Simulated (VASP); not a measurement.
A run of VASP 6.6.1 is set up as follows.

INCAR

```
SYSTEM = TiSi2
PREC     = Accurate       ! precision mode
ENCUT    = 520            ! plane-wave cutoff, eV
EDIFF    = 1E-7           ! SCF threshold, eV
ISMEAR   = 0              ! smearing method
SIGMA    = 0.15           ! smearing width, eV
LREAL    = .False.        ! projectors in reciprocal space
LASPH    = .True.         ! aspherical terms in the spheres
NELM     = 60             ! most SCF steps
ALGO     = Normal         ! electronic algorithm
ISIF     = 2              ! what is computed and relaxed
LWAVE    = .False.        ! write WAVECAR
LCHARG   = .True.         ! write CHGCAR
GGA      = PE             ! functional
LELF     = .True.         ! ELF
LVHAR    = .True.       
NBANDS   = 29             ! bands
```

File KPOINTS:

```
regular mesh
0
Gamma
  12 12 12
  0 0 0
```

Contents of POSCAR:

```
TiSi2
1.0
    1.7266954936     -6.9636361548      0.0000000000
    1.7266954936      6.9636361548      0.0000000000
    0.0000000000      0.0000000000      3.4842584963
Ti Si
2 4
Direct
    0.8968075258      0.1031924742      0.7500000000
    0.1031924742      0.8968075258      0.2500000000
    0.5591373591      0.4408626409      0.7500000000
    0.4408626409      0.5591373591      0.2500000000
    0.2498287182      0.7501712818      0.7500000000
    0.7501712818      0.2498287182      0.2500000000
```

Potentials or basis: VASP PAW PBE potentials, release 64 (Ti_sv, Si).

Run with:

```sh
$ cat potpaw_PBE.64/Ti_sv/POTCAR potpaw_PBE.64/Si/POTCAR > POTCAR
$ mpirun -np 1 vasp_std > vasp.out
```

Predict the pressure.

5.5 GPa.

Predict the band gap on the k mesh.

zero (band 20 reaches 11.31 eV, above the bottom of band 21 at 10.32 eV).

Stress tensor (GPa, compression positive):
```
 9.43  0.00  0.00
 0.00 -3.03  0.00
 0.00  0.00 10.12
```
